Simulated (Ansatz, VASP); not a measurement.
**Ru: VASP beside Ansatz**

The input INCAR:

```
SYSTEM = Ru
PREC = Accurate
ENCUT = 560
EDIFF = 1E-6
ISMEAR = -1
SIGMA = 0.1
LREAL = .False.
LASPH = .True.
NELM = 120
ALGO = Normal
ISIF = 2
LWAVE = .False.
LCHARG = .True.
LELF = .True.
LVHAR = .True.
NBANDS = 40
GGA_COMPAT = .False.
```

KPOINTS

```
Automatic mesh
0
Gamma
  15 15 4
  0 0 0
```

The input POSCAR:

```
Ru
1.0
    2.6280279811      0.0000000000      0.0000000000
   -1.3140139906      2.2759389935      0.0000000000
    0.0000000000      0.0000000000      8.4387953804
Ru
4
Direct
    0.0000000000      0.0000000000      1.0000000000
    0.0000000000      0.0000000000      0.5000000000
    0.3333333333      0.6666666667      0.2500000000
    0.6666666667      0.3333333333      0.7500000000
```

Input for Ansatz:

```yaml
crystal:
  lattice:
    - [2.6280279811, 0.0, 0.0]
    - [-1.3140139906, 2.2759389935, 0.0]
    - [0.0, 0.0, 8.4387953804]
  atoms:
    - { symbol: Ru, position: [0.0, 0.0, 1.0] }
    - { symbol: Ru, position: [0.0, 0.0, 0.5] }
    - { symbol: Ru, position: [0.3333333333, 0.6666666667, 0.25] }
    - { symbol: Ru, position: [0.6666666667, 0.3333333333, 0.75] }
hamiltonian:
  xc: lda
  pseudopotentials:
    kind: paw
    azcp:
      Ru: "pseudopotentials/Ru.paw.azcp"
basis:
  ecutwfc: 420
  fft_grid_basis: typed
kpoints:
  mp_grid: { grid: [15, 15, 4], shift: [0, 0, 0] }
magnetization:
  spin_polarized: false
scf:
  occupations: { method: fermi_dirac, width: 0.1 }
  lower_state_search: "off"
output:
  stress: true
```

Alike in both runs: task single point; functional LDA; k mesh 15 × 15 × 4; occupations fermi-dirac, width 0.1 eV; no spin polarisation.

|  | VASP | Ansatz |
| --- | --- | --- |
| version | VASP 6.6.1 | Ansatz 0.2.0 |
| potentials or method | VASP PAW LDA potentials, release 64 (Ru_sv), cutoff 560 eV | plane waves (420 eV) with PAW, scalar-relativistic |
| valence electrons in the cell | 64 | 64 |

```csv
,VASP,Ansatz,Ansatz less VASP
pressure (GPa),16.7,16.1,-0.59
"traceless stress, the component that is largest in VASP (GPa)",1.44,1.44,-0.001
```

Ansatz warns that its potentials were made for another functional, while VASP's fit it. LDA's correlation is that of Perdew and Zunger in VASP and of Perdew and Wang (1992) in Ansatz.
